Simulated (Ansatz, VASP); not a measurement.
**One calculation of TePt2, two programs**

```
Te Pt
1.0
     5.76031    0.00000    0.00000
     0.00000    5.76031    0.00000
     0.00000    0.00000    5.76031
Te Pt
2 4
Cartesian
  0.0000 0.0000 0.0000
  2.8802 2.8802 2.8802
  1.4401 1.4401 1.4401
  1.4401 4.3202 4.3202
  4.3202 4.3202 1.4401
  4.3202 1.4401 4.3202
```

Alike in both runs: functional PBE; k mesh 4 × 4 × 4; occupations gaussian, width 0.1 eV; no spin polarisation.

Ansatz relaxed the structure, and its values are those at the end. VASP's run is a single point on that final structure, the one shown.

|  | VASP | Ansatz |
| --- | --- | --- |
| version | VASP 6.6.1 | Ansatz 0.2.0 |
| potentials or method | VASP PAW PBE potentials, release 64 (Te, Pt), cutoff 500 eV | scalar-relativistic, plane waves, PAW |
| valence electrons in the cell | 52 | 104 |

Ansatz gave:

```
gap on the k mesh at the Fermi level (eV) : none
pressure (GPa)                            : 0.1
```

Q: What did VASP give for the same quantities?

A: gap on the k mesh at the Fermi level (eV): none; pressure (GPa): -0.1.

A gap of «none» marks a metal or a gap that the smearing closes. With one functional, cell and mesh, what is left measures potentials, basis and numerics. VASP's potentials hold 52 valence electrons a cell and Ansatz's 104, so a difference there can come from the potentials and not from the codes.

Spin-orbit coupling is off throughout.
